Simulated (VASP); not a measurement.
Runs of VASP 6.6.1 on Rh. The structure is that of space group P6_3/mmc (No. 194), or close to it. The cells are those of the table. 

```tsv
cell	k mesh	gap on the mesh (eV)	pressure (GPa)
a = 2.647, b = 2.647, c = 8.631 Å, angles 90.0, 90.0, 120.0°, 4 atoms	15 × 15 × 4	none	38.6
a = 2.762, b = 2.762, c = 9.007 Å, angles 90.0, 90.0, 120.0°, 4 atoms	13 × 13 × 4	none	0.5
a = 2.798, b = 2.798, c = 9.126 Å, angles 90.0, 90.0, 120.0°, 4 atoms	15 × 15 × 4	none	-7.0
a = 2.762, b = 2.762, c = 9.007 Å, angles 90.0, 90.0, 120.0°, 4 atoms	15 × 15 × 4	none	0.5
a = 2.868, b = 2.868, c = 9.354 Å, angles 90.0, 90.0, 120.0°, 4 atoms	15 × 15 × 4	none	-17.3
a = 2.725, b = 2.725, c = 8.885 Å, angles 90.0, 90.0, 120.0°, 4 atoms	15 × 15 × 4	none	(a)
a = 2.834, b = 2.834, c = 9.241 Å, angles 90.0, 90.0, 120.0°, 4 atoms	15 × 15 × 4	none	(b)
a = 2.686, b = 2.686, c = 8.760 Å, angles 90.0, 90.0, 120.0°, 4 atoms	15 × 15 × 4	none	22.6
a = 2.762, b = 2.762, c = 9.007 Å, angles 90.0, 90.0, 120.0°, 4 atoms	17 × 17 × 5	none	0.5
```

Alike in all rows: task single point; level BLYP; potentials or basis VASP PAW PBE potentials, release 64 (Rh_pv); no spin polarisation; cutoff (eV) 520; smearing fermi-dirac 0.1 eV.

Problem. Fill in the values left out.

Solution. (a) 10.2; (b) -12.8.

Caveats: the PAW data sets were made with another functional, which shifts forces and pressure a little.

A k mesh can miss the band edges, and the runs leave out spin-orbit coupling on Rh.

A gap of «none» marks levels without a gap at the run's occupations.
